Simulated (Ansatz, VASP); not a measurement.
## One calculation of Na, two programs

INCAR

```
PREC     = Accurate       # precision mode
ENCUT    = 520            # plane-wave cutoff, eV
EDIFF    = 1E-6           # SCF threshold, eV
ISMEAR   = -1             # smearing method
SIGMA    = 0.05           # smearing width, eV
LREAL    = F              # projectors in reciprocal space
LASPH    = T              # aspherical terms in the spheres
NELM     = 60             # most SCF steps
ALGO     = Normal         # electronic algorithm
ISIF     = 2              # what is computed and relaxed
LWAVE    = F              # write WAVECAR
LCHARG   = T              # write CHGCAR
GGA      = CA             # functional
LELF     = T              # ELF
LVHAR    = T            
NBANDS   = 22             # bands
```

The input KPOINTS:

```
regular mesh
0
Gamma
  8 8 3
```

The input POSCAR:

```
Na
1.0
    3.7003831212      0.0000000000      0.0000000000
   -1.8501915606      3.2046257867      0.0000000000
    0.0000000000      0.0000000000     12.5373215400
Na
4
Direct
    0.6666666667      0.3333333333      0.7500000000
    0.0000000000      0.0000000000      0.5000000000
    0.3333333333      0.6666666667      0.2500000000
    0.0000000000      0.0000000000      0.0000000000
```

File input.yaml:

```yaml
crystal:
  lattice:
    - [3.7003831212, 0.0, 0.0]
    - [-1.8501915606, 3.2046257867, 0.0]
    - [0.0, 0.0, 12.53732154]
  atoms:
    - { symbol: Na, position: [0.6666666667, 0.3333333333, 0.75] }
    - { symbol: Na, position: [0.0, 0.0, 0.5] }
    - { symbol: Na, position: [0.3333333333, 0.6666666667, 0.25] }
    - { symbol: Na, position: [0.0, 0.0, 0.0] }
hamiltonian:
  xc: lda
  pseudopotentials: { kind: paw }
kpoints:
  mp_grid: { grid: [8, 8, 3] }
scf:
  occupations: { method: fermi_dirac, width: 0.05 }
output:
  forces: true
  stress: true
  eigenvalues: true
  write_density: true
  write_potential: true
  elf: true
  volumetric_format: npy
```

Alike in both runs: task single point; functional LDA; k mesh 8 × 8 × 3; occupations fermi-dirac, width 0.05 eV; no spin polarisation.

|  | VASP | Ansatz |
| --- | --- | --- |
| version | VASP 6.6.1 | Ansatz 0.2.0 |
| potentials or method | VASP PAW LDA potentials, release 64 (Na_pv) | Ansatz PAW |
| plane-wave cutoff (eV) | 520 | 420 |
| valence electrons in the cell | 28 | 36 |

```csv
,VASP,Ansatz,Ansatz less VASP
gap on the k mesh at the Fermi level (eV),none,none,-
pressure (GPa),-0.8,-0.8,+0.02
"traceless stress, the component that is largest in VASP (GPa)",-0.61,-0.61,+0.002
```

LDA's correlation is that of Perdew and Zunger in VASP and of Perdew and Wang (1992) in Ansatz. A gap of «none» marks a metal or a gap that the smearing closes. VASP's potentials hold 28 valence electrons a cell and Ansatz's 36, so a difference there can come from the potentials and not from the codes.
